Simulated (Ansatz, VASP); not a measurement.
## PtS2: VASP beside Ansatz

```
S Pt
1.0
     3.54100    0.00000    0.00000
    -1.77050    3.06660    0.00000
     0.00000    0.00000   30.82549
S Pt
2 1
Direct
  0.66667 0.33333 0.45831
  0.33333 0.66667 0.54169
  0.00000 0.00000 0.50000
```

Alike in both runs: task single point; functional PBE; dispersion D3(BJ); k mesh 9 × 9 × 1; occupations gaussian, width 0.02 eV; no spin polarisation.

|  | VASP | Ansatz |
| --- | --- | --- |
| version | VASP 6.6.1 | Ansatz 0.2.0 |
| potentials or method | VASP PAW PBE potentials, release 64 (S, Pt), cutoff 520 eV | scalar-relativistic, plane waves, PAW |
| valence electrons in the cell | 22 | 30 |

```tsv
	VASP	Ansatz	Ansatz less VASP
gap on the k mesh at the Fermi level (eV)	1.79	1.79	-0.001
least direct gap on the mesh (eV)	1.87	1.87	-0.002
rms of the force components (eV/Å)	0.269	0.251	-0.0176
```

VASP's potentials hold 22 valence electrons a cell and Ansatz's 30, so a difference there can come from the potentials and not from the codes.

Spin-orbit coupling is off throughout.
